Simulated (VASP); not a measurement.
Write the native input for VASP 6.6.1 that does the following.

| Quantity | Value |
| --- | --- |
| Task | single point |
| Functional | PBE |
| Potentials or basis | VASP PAW PBE potentials, release 64 (Ti_sv, O) |
| Cutoff | 520 eV |
| k mesh | 9 × 7 × 1 |
| Occupations | gaussian, width 0.1 eV |
| Spin | no spin polarisation |
| Dipole correction | yes |
| Further INCAR settings | ALGO = Normal; EDIFF = 1e-06; NBANDS = 35 |

The structure of Ti4O lies in POSCAR:

```
Ti4O
1.0
    2.9075446938      0.0000000000      0.0000000000
    0.0000000000      4.1118891392      0.0000000000
    0.0000000000      0.0000000000     19.6535692687
Ti O
4 1
Direct
    0.5000000000      0.5000000000      0.2035253722
    0.0000000000      0.0000000000      0.2774952616
    0.5000000000      0.5000000000      0.3439484703
    0.0000000000      0.0000000000      0.4148645550
    0.5000000000      0.3000000000      0.4363974807
```

One way to write it, as run:

INCAR

```
SYSTEM = Ti4O
  PREC = Accurate
  ENCUT = 520
  EDIFF = 1E-6
  ISMEAR = 0
  SIGMA = 0.1
  LREAL = .False.
  LASPH = .True.
  NELM = 80
  ALGO = Normal
  ISIF = 2
  LWAVE = .False.
  LCHARG = .True.
  LDIPOL = .True.
  IDIPOL = 3
  DIPOL = 0.5 0.5 0.335
  GGA = PE
  LELF = .True.
  LVHAR = .True.
  LVACPOTAV = .True.
  NBANDS = 35
```

KPOINTS

```
regular mesh
0
Gamma
  9 7 1
  0 0 0
```

Potentials or basis: VASP PAW PBE potentials, release 64 (Ti_sv, O).

The run is started by

```bash
$ cat potpaw_PBE.64/Ti_sv/POTCAR potpaw_PBE.64/O/POTCAR > POTCAR
$ mpirun -np 1 vasp_std > vasp.out
```

It gave:

The largest force is 1.063 eV/Å. The band gap on the k mesh is zero (band 27 reaches 0.71 eV, above the bottom of band 28 at 0.50 eV).

It took 6.2 min on 1 thread of Intel Xeon 6975P-C (shared host), peak memory 0.4 GiB.
